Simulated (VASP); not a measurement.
# BaTiO3 (P4mm) in VASP: a series of runs

The runs below take BaTiO3 through single point, with PBE, r2SCAN.

Everything below comes from runs of VASP 6.6.1. Logs are shortened: lines on timing, memory, paths and dates and some standing lists are left out, and cuts for length are marked.

## 1. The cell of the first run

It takes space group P4mm (No. 99, tetragonal). Conventional cell: a = 4.052 Å, b = 4.052 Å, c = 4.071 Å, α = 90.00°, β = 90.00°, γ = 90.00°. Within 3.7 Å of Ba (site symmetry 4mm) lie 12 O at 2.82 to 2.92 Å and 8 Ti at 3.49 to 3.54 Å. Within 2.5 Å of Ti (site symmetry 4mm) lie 6 O at 1.92 to 2.15 Å. Within 2.7 Å of O (site symmetry 2mm) lie 2 Ti at 2.03 Å. Within 2.5 Å of O (site symmetry 4mm) lie 2 Ti at 1.92 to 2.15 Å.

## 2. Single point, PBE

File INCAR:

```
SYSTEM = BaTiO3
  PREC = Accurate
  ENCUT = 520
  EDIFF = 1E-6
  ISMEAR = -1
  SIGMA = 0.05
  LREAL = .FALSE.
  LASPH = .TRUE.
  NELM = 60
  ALGO = Normal
  ISIF = 2
  LWAVE = .FALSE.
  LCHARG = .FALSE.
  GGA = PE
  NBANDS = 28
```

File KPOINTS:

```
Automatic mesh
0
G
  7 7 7
  0 0 0
```

File POSCAR:

```
BaTiO3
1.0
    4.0524349834      0.0000000000      0.0000000000
    0.0000000000      4.0524349834      0.0000000000
    0.0000000000      0.0000000000      4.0708744845
Ba Ti O
1 1 3
Direct
    0.0000000000      0.0000000000      0.0000000000
    0.5000000000      0.5000000000      0.4900000000
    0.0000000000      0.5000000000      0.5170000000
    0.5000000000      0.0000000000      0.5170000000
    0.5000000000      0.5000000000      0.0190000000
```

Potentials or basis: VASP PAW PBE potentials, release 64 (Ba_sv, Ti_sv, O).

Started as:

```bash
cat potpaw_PBE.64/Ba_sv/POTCAR potpaw_PBE.64/Ti_sv/POTCAR potpaw_PBE.64/O/POTCAR > POTCAR
mpirun -np 1 vasp_std > vasp.out
```

OUTCAR:

```text
SYSTEM = BaTiO3
   PREC = Accurate
   ENCUT = 520
   EDIFF = 1E-6
   ISMEAR = -1
   LREAL = .FALSE.
   LASPH = .TRUE.
   NELM = 60
   ISIF = 2
   GGA = PE

 ion  position               nearest neighbor table
   1  0.000  0.000  0.000-   3 2.82   4 2.82   3 2.82   4 2.82   5 2.87   5 2.87   5 2.87   5 2.87
                             4 2.92   3 2.92   4 2.92   3 2.92   2 3.49   2 3.49   2 3.49   2 3.49
   2  0.500  0.500  0.490-   5 1.92   4 2.03   3 2.03   4 2.03   3 2.03   5 2.15   1 3.49   1 3.49
                             1 3.49   1 3.49   1 3.54   1 3.54   1 3.54   1 3.54
   3  0.000  0.500  0.517-   2 2.03   2 2.03   1 2.82   1 2.82   1 2.92   1 2.92
   4  0.500  0.000  0.517-   2 2.03   2 2.03   1 2.82   1 2.82   1 2.92   1 2.92
   5  0.500  0.500  0.019-   2 1.92   2 2.15   1 2.87   1 2.87   1 2.87   1 2.87

  LATTYP: Found a simple tetragonal cell.
 ALAT       =     4.0524349834
 C/A-ratio  =     1.0045502275

  Lattice vectors:

 A1 = (   4.0524349834,   0.0000000000,   0.0000000000)
 A2 = (   0.0000000000,   4.0524349834,   0.0000000000)
 A3 = (   0.0000000000,   0.0000000000,   4.0708744845)

Analysis of symmetry for initial positions (statically):
=====================================================================
 Subroutine PRICEL returns:
 Original cell was already a primitive cell.

 Routine SETGRP: Setting up the symmetry group for a
 simple tetragonal supercell.

 Subroutine GETGRP returns: Found  8 space group operations
 (whereof  8 operations were pure point group operations)
 out of a pool of 16 trial point group operations.

The static configuration has the point symmetry C_4v.

Analysis of symmetry for dynamics (positions and initial velocities):
=====================================================================
 Subroutine PRICEL returns:
 Original cell was already a primitive cell.

 Routine SETGRP: Setting up the symmetry group for a
 simple tetragonal supercell.

 Subroutine GETGRP returns: Found  8 space group operations
 (whereof  8 operations were pure point group operations)
 out of a pool of 16 trial point group operations.

The dynamic configuration has the point symmetry C_4v.

 Subroutine INISYM returns: Found  8 space group operations
 (whereof  8 operations are pure point group operations),
 and found     1 'primitive' translations

----------------------------------------------------------------------------------------

                                     Primitive cell

  volume of cell :      66.8528

[... 92 lines left out ...]
   ENCUT  =  520.0 eV  38.22 Ry    6.18 a.u.   7.53  7.53  7.57*2*pi/ulx,y,z
   NELM   =     60;   NELMIN=  2; NELMDL= -5     # of ELM steps
   EDIFF  = 0.1E-05   stopping-criterion for ELM
   LREAL  =      F    real-space projection
   EDIFFG = 0.1E-04   stopping-criterion for IOM
   NSW    =      0    number of steps for IOM
   IBRION =     -1    ionic relax: 0-MD 1-quasi-New 2-CG
   NFREE  =      0    steps in history (QN), initial steepest desc. (CG)
   ISIF   =      2    stress and relaxation
   ISYM   =      2    0-nonsym 1-usesym 2-fastsym
   POTIM  = 0.5000    time-step for ionic-motion
   TEBEG  =    0.0;   TEEND  =   0.0 temperature during run
   PSTRESS=    0.0 pullay stress
   NELECT =      40.0000    total number of electrons
   NUPDOWN=      -1.0000    fix difference up-down
   EMIN   =  10.00;   EMAX   =-10.00  energy-range for DOS
   EFERMI =   0.00;   METHOD = LEGACY
   ISMEAR =    -1;   SIGMA  =   0.05  broadening in eV -4-tet -1-fermi 0-gaus
   EFERMI_NEDOS =   21; number of points for ismear=-14 and -15
   IALGO  =     38    algorithm
   IMIX   =      4    mixing-type and parameters
     AMIX     =   0.40;   BMIX     =  1.00
     AMIX_MAG =   1.60;   BMIX_MAG =  1.00
  volume/ion in A,a.u.               =      13.37        90.23
  Fermi-wavevector in a.u.,A,eV,Ry     =   1.379500  2.606876 25.892144  1.903019
  Thomas-Fermi vector in A             =   2.504463
   LORBIT       =      0    0 simple, 1 ext, 2 COOP (PROOUT), +10 PAW based schemes
   GGA     = PE    functional components
   LHFCALC =     F    Hartree Fock is set to
   AEXX    =    0.0000 exact exchange contribution
   IVDW    =     0    specifies the selected vdW correction
   LEPSILON=     F    determine dielectric tensor
   LRPA    =     F    only Hartree local field effects (RPA)
 non-spin polarized calculation
  energy-cutoff  :      520.00
  volume of cell :       66.85
 maximum number of plane-waves:      1823
 NGX is ok and might be reduce to    30
   NGX = 15   NGY = 15   NGZ = 15

 number of electron      39.9999981 magnetization

 Free energy of the ion-electron system (eV)
  ---------------------------------------------------
  ext. energy  EPLUGINS =         0.00000000
  ---------------------------------------------------
  free energy    TOTEN  =       -39.99914807 eV

  energy without entropy =      -39.99914807  energy(sigma->0) =      -39.99914807

 E-fermi :   4.4069     XC(G=0): -11.0367

 val. band max:        3.4597550387   @ k =   0.4286   0.4286   0.4286
 cond. band min:       5.2423086357   @ k =   0.0000   0.0000   0.0000
 fundamental gap:      1.7825535970
 Fermi energy:         4.4068756177

 k-point     1 :       0.0000    0.0000    0.0000
  band No.  band energies     occupation
      1     -53.2134      2.00000
      2     -29.4307      2.00000
      3     -29.4052      2.00000
      4     -29.4052      2.00000
      5     -21.4067      2.00000
      6     -13.2804      2.00000
[... 733 lines left out ...]
     27      11.6847      0.00000
     28      12.1501      0.00000

 [... further k-points ...]
[... 5 lines left out ...]
  --------------------------------------------------------------------------------------
  -------------------------------------------------------------------------------------
  Total       -1.0407847     -1.0407847     -0.7132808      0.0000000     -0.0000000      0.0000000
  in kB      -24.9431696    -24.9431696    -17.0942989      0.0000000     -0.0000000      0.0000000
  external PRESSURE =     -22.3268794 kB  Pullay stress =       0.0000000 kB

 VOLUME and BASIS-vectors are now :
 -----------------------------------------------------------------------------
  energy-cutoff  :      520.00
  volume of cell :       66.85
      direct lattice vectors                 reciprocal lattice vectors
     4.052434983  0.000000000  0.000000000     0.246765217  0.000000000  0.000000000
     0.000000000  4.052434983  0.000000000     0.000000000  0.246765217  0.000000000
     0.000000000  0.000000000  4.070874485     0.000000000  0.000000000  0.245647466

 POSITION                                       TOTAL-FORCE (eV/Angst)
 -----------------------------------------------------------------------------------
      0.00000      0.00000      0.00000        -0.000000     -0.000000      0.039168
      2.02622      2.02622      1.99473         0.000000      0.000000     -0.292203
      0.00000      2.02622      2.10464         0.000000     -0.000000     -0.126027
      2.02622      0.00000      2.10464         0.000000     -0.000000     -0.126027
      2.02622      2.02622      0.07735         0.000000     -0.000000      0.505087
 -----------------------------------------------------------------------------------
    total drift:                                0.000000      0.000000      0.000160

  FREE ENERGIE OF THE ION-ELECTRON SYSTEM (eV)
  ---------------------------------------------------
  free  energy   TOTEN  =       -39.9991480726 eV

  energy  without entropy=      -39.9991480708  energy(sigma->0) =      -39.99914807
```

OSZICAR:

```text
N       E                     dE             d eps       ncg     rms          rms(c)
DAV:   1     0.429243126825E+03    0.42924E+03   -0.20854E+04  2240   0.154E+03
DAV:   2    -0.379806637352E+01   -0.43304E+03   -0.41288E+03  2512   0.422E+02
DAV:   3    -0.488410189730E+02   -0.45043E+02   -0.44633E+02  3092   0.134E+02
DAV:   4    -0.510228522394E+02   -0.21818E+01   -0.21774E+01  3420   0.251E+01
DAV:   5    -0.510856487568E+02   -0.62797E-01   -0.62787E-01  2928   0.323E+00    0.223E+01
DAV:   6    -0.403076174360E+02    0.10778E+02   -0.58302E+01  3248   0.650E+01    0.101E+01
DAV:   7    -0.402218375828E+02    0.85780E-01   -0.11505E+01  2984   0.245E+01    0.649E+00
DAV:   8    -0.400229820772E+02    0.19886E+00   -0.59661E-01  2776   0.645E+00    0.380E+00
DAV:   9    -0.400445195284E+02   -0.21537E-01   -0.56273E-01  3172   0.671E+00    0.195E+00
DAV:  10    -0.400044479361E+02    0.40072E-01   -0.21707E-01  2732   0.435E+00    0.590E-01
DAV:  11    -0.399994755932E+02    0.49723E-02   -0.17233E-02  3084   0.916E-01    0.222E-01
DAV:  12    -0.399991565752E+02    0.31902E-03   -0.19979E-03  2608   0.258E-01    0.510E-02
DAV:  13    -0.399991741712E+02   -0.17596E-04   -0.10106E-04  3232   0.745E-02    0.411E-02
DAV:  14    -0.399991504004E+02    0.23771E-04   -0.61673E-05  2800   0.795E-02    0.158E-02
DAV:  15    -0.399991489608E+02    0.14396E-05   -0.32140E-05  3540   0.478E-02    0.101E-02
DAV:  16    -0.399991480726E+02    0.88818E-06   -0.54132E-06  2384   0.230E-02
   1 F= -.39999148E+02 E0= -.39999148E+02  d E =-.176641E-08
```

stdout:

```text
POSCAR found type information on POSCAR BaTiO
 POSCAR found :  3 types and       5 ions
 scaLAPACK will be used
 LDA part: xc-table for (Slater+PW92), standard interpolation
 POSCAR, INCAR and KPOINTS ok, starting setup
 FFT: planning ... GRIDC
 FFT: planning ... GRID_SOFT
 FFT: planning ... GRID
 WAVECAR not read
 entering main loop
```

It took 68 s on 1 thread of Intel Xeon 6975P-C, shared host; peak memory 0.22 GiB.

What came out:

```yaml
Free_energy: -39.9991 eV
Pressure: -2.2 GPa
Largest_force: 0.505 eV/Å
Band_gap_on_the_k_mesh: 1.78 eV, indirect (least direct gap 2.01 eV)
```

Forces on the atoms (eV/Å):
```
Ba   0.000  0.000  0.039
Ti   0.000  0.000 -0.292
O    0.000  0.000 -0.126
O    0.000  0.000 -0.126
O    0.000  0.000  0.505
```

Caveat: spin-orbit coupling is left out, which moves the levels of the heavy elements. As with any semilocal functional, this PBE gap is likely too small.

## 3. Single point, r2SCAN

This run uses another cell than the first one, of 12.08 Å³/atom, 0.904 times its volume.

Changes to POSCAR since step 2:

```diff
@@ -2,5 +2,5 @@
 1.0
-    4.0524349834      0.0000000000      0.0000000000
-    0.0000000000      4.0524349834      0.0000000000
-    0.0000000000      0.0000000000      4.0708744845
+    3.9181485176      0.0000000000      0.0000000000
+    0.0000000000      3.9181485176      0.0000000000
+    0.0000000000      0.0000000000      3.9359769848
 Ba Ti O
```

File INCAR.step1:

```
PREC     = Accurate       # precision mode
ENCUT    = 520            # plane-wave cutoff, eV
ISMEAR   = -1             # smearing method
SIGMA    = 0.05           # smearing width, eV
LREAL    = F              # projectors in reciprocal space
LASPH    = T              # aspherical terms in the spheres
NELM     = 60             # most SCF steps
NBANDS   = 28             # bands
GGA      = PE             # functional
ALGO     = Normal         # electronic algorithm
EDIFF    = 1E-4           # SCF threshold, eV
LWAVE    = T              # write WAVECAR
LCHARG   = F              # write CHGCAR
```

File INCAR.step2:

```
PREC     = Accurate       # precision mode
ENCUT    = 520            # plane-wave cutoff, eV
EDIFF    = 1E-6           # SCF threshold, eV
ISMEAR   = -1             # smearing method
SIGMA    = 0.05           # smearing width, eV
LREAL    = F              # projectors in reciprocal space
LASPH    = T              # aspherical terms in the spheres
NELM     = 60             # most SCF steps
ALGO     = Normal         # electronic algorithm
ISIF     = 2              # what is computed and relaxed
LWAVE    = F              # write WAVECAR
LCHARG   = T              # write CHGCAR
METAGGA  = R2SCAN         # meta-GGA
LMIXTAU  = T            
LELF     = T              # ELF
LVHAR    = T            
NBANDS   = 28             # bands
ISTART   = 1
```

File KPOINTS:

```
regular mesh
0
Gamma
  7 7 7
```

Potentials or basis: VASP PAW PBE potentials, release 64 (Ba_sv, Ti_sv, O).

Started as:

```bash
cat potpaw_PBE.64/Ba_sv/POTCAR potpaw_PBE.64/Ti_sv/POTCAR potpaw_PBE.64/O/POTCAR > POTCAR
cp INCAR.step1 INCAR
mpirun -np 1 vasp_std > vasp.out
cp INCAR.step2 INCAR
mpirun -np 1 vasp_std > vasp.out
```

Run time: 3.3 min. Hardware: 1 thread of Intel Xeon 6975P-C, shared host; peak memory 0.22 GiB.

It converged, with:

| Property | Result |
| --- | --- |
| Free energy | -74.0632 eV |
| Pressure | 14.1 GPa |
| Largest force | 0.246 eV/Å |
| Band gap on the k mesh | 2.42 eV, indirect (least direct gap 2.55 eV) |

Forces on the atoms (eV/Å):
```
Ba   0.000  0.000  0.158
Ti   0.000  0.000  0.246
O    0.000  0.000 -0.138
O    0.000  0.000 -0.138
O    0.000  0.000 -0.129
```

Stress tensor (GPa, compression positive):
```
13.74  0.00  0.00
 0.00 13.74  0.00
 0.00  0.00 14.96
```

Levels at points of the mesh, in eV from the valence-band top:
```
           k point  band 16  band 17  band 18  band 19  band 20  band 21  band 22  band 23  band 24  band 25
(0.00, 0.00, 0.00)    -1.26    -1.17    -0.15    -0.14    -0.14     2.42     2.64     2.64     4.81     4.90
```

Caveat: the PAW data sets were made with another functional, which shifts forces and pressure a little; spin-orbit coupling is left out, which moves the levels of the heavy elements.

## 4. Single point, r2SCAN

This run uses another cell than the first one, of 12.34 Å³/atom, 0.923 times its volume.

Changes to POSCAR since step 3:

```diff
@@ -2,5 +2,5 @@
 1.0
-    3.9181485176      0.0000000000      0.0000000000
-    0.0000000000      3.9181485176      0.0000000000
-    0.0000000000      0.0000000000      3.9359769848
+    3.9457420220      0.0000000000      0.0000000000
+    0.0000000000      3.9457420220      0.0000000000
+    0.0000000000      0.0000000000      3.9636960459
 Ba Ti O
```

File INCAR.step1:

```
PREC = Accurate
ENCUT = 520
ISMEAR = -1
SIGMA = 0.05
LREAL = False
LASPH = True
NELM = 100
NBANDS = 28
GGA = PE
ALGO = Normal
EDIFF = 1E-4
LWAVE = True
LCHARG = False
```

File INCAR.step2:

```
PREC = Accurate
ENCUT = 520
EDIFF = 1E-6
ISMEAR = -1
SIGMA = 0.05
LREAL = False
LASPH = True
NELM = 100
ALGO = Normal
ISIF = 2
LWAVE = False
LCHARG = False
METAGGA = R2SCAN
LMIXTAU = True
NBANDS = 28
ISTART = 1
```

KPOINTS is that of step 3.

Started as:

```bash
cat potpaw_PBE.64/Ba_sv/POTCAR potpaw_PBE.64/Ti_sv/POTCAR potpaw_PBE.64/O/POTCAR > POTCAR
cp INCAR.step1 INCAR
mpirun -np 1 vasp_std > vasp.out
cp INCAR.step2 INCAR
mpirun -np 1 vasp_std > vasp.out
```

Wall time 3.2 min (1 thread of Intel Xeon 6975P-C, shared host); peak memory 0.22 GiB.

It converged, with:

```
Free energy            : -74.1590 eV
Pressure               : 9.3 GPa
Largest force          : 0.144 eV/Å
Band gap on the k mesh : 2.36 eV, indirect (least direct gap 2.52 eV)
```

Forces on the atoms (eV/Å):
```
Ba   0.000  0.000  0.133
Ti   0.000  0.000  0.131
O    0.000  0.000 -0.144
O    0.000  0.000 -0.144
O    0.000  0.000  0.024
```

Stress tensor (GPa, compression positive):
```
 8.97  0.00  0.00
 0.00  8.97  0.00
 0.00  0.00 10.10
```

Levels at points of the mesh, in eV from the valence-band top:
| k point | band 16 | band 17 | band 18 | band 19 | band 20 | band 21 | band 22 | band 23 | band 24 | band 25 |
| --- | --- | --- | --- | --- | --- | --- | --- | --- | --- | --- |
| (0.00, 0.00, 0.00) | -1.23 | -1.14 | -0.18 | -0.16 | -0.16 | 2.36 | 2.58 | 2.58 | 4.64 | 4.74 |

Caveat: the PAW data sets were made with another functional, which shifts forces and pressure a little; spin-orbit coupling is left out, which moves the levels of the heavy elements. r2SCAN opens gaps a little over a GGA but as a rule still falls short of measured ones.

## 5. Overview

```csv
level,cell,gap on the mesh (eV),pressure (GPa),largest force (eV/Å)
PBE,"a = 4.052, b = 4.052, c = 4.071 Å, 5 atoms",1.78,-2.2,0.51
r2SCAN,"a = 3.918, b = 3.918, c = 3.936 Å, 5 atoms",2.42,14.1,0.25
r2SCAN,"a = 3.946, b = 3.946, c = 3.964 Å, 5 atoms",2.36,9.3,0.14
```

Alike in all rows: task single point; potentials or basis VASP PAW PBE potentials, release 64 (Ba_sv, Ti_sv, O); no spin polarisation; k mesh 7 × 7 × 7; cutoff (eV) 520; smearing fermi-dirac 0.05 eV.

Caveats: spin-orbit coupling is left out, which moves the levels of the heavy elements; the PAW data sets were made with another functional, which shifts forces and pressure a little (some runs).

Total energies depend on the potentials used, so only differences within one code and one set of settings carry meaning.
